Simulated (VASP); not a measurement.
The system is PtS2.

```
Pt S
1.0
     3.55264    0.00000    0.00000
    -1.77632    3.07668    0.00000
     0.00000    0.00000    5.12271
Pt S
1 2
Direct
  0.00000 0.00000 0.00000
  0.33333 0.66667 0.23926
  0.66667 0.33333 0.76074
```

Program: VASP 6.6.1. Alike in all runs: task single point; no spin polarisation; cell as given; cutoff (eV) 520; smearing gaussian 0.01 eV.

Q: Order these runs on this cell by their band gap on the k mesh, lowest first.
A. level r2SCAN+rVV10; potentials or basis VASP PAW PBE potentials, release 64 (Pt, S); k mesh 6 × 6 × 4
B. level PBE-based screened hybrid with 50 % exact exchange; potentials or basis VASP PAW PBE potentials, release 64 (Pt, S); k mesh 6 × 6 × 2; grid for exact exchange (PRECFOCK) Normal; share of exact exchange 0.5; screening parameter 0.1 1/Å
C. level LDA; potentials or basis VASP PAW LDA potentials, release 64 (Pt, S); k mesh 6 × 6 × 4

A: C (0.74 eV), A (0.97 eV), B (2.72 eV).

Caveats: some runs use coarse meshes; spin-orbit coupling is left out, which moves the levels of the heavy elements; the cell stands under tension (at least some runs).

A k mesh can miss the band edges.
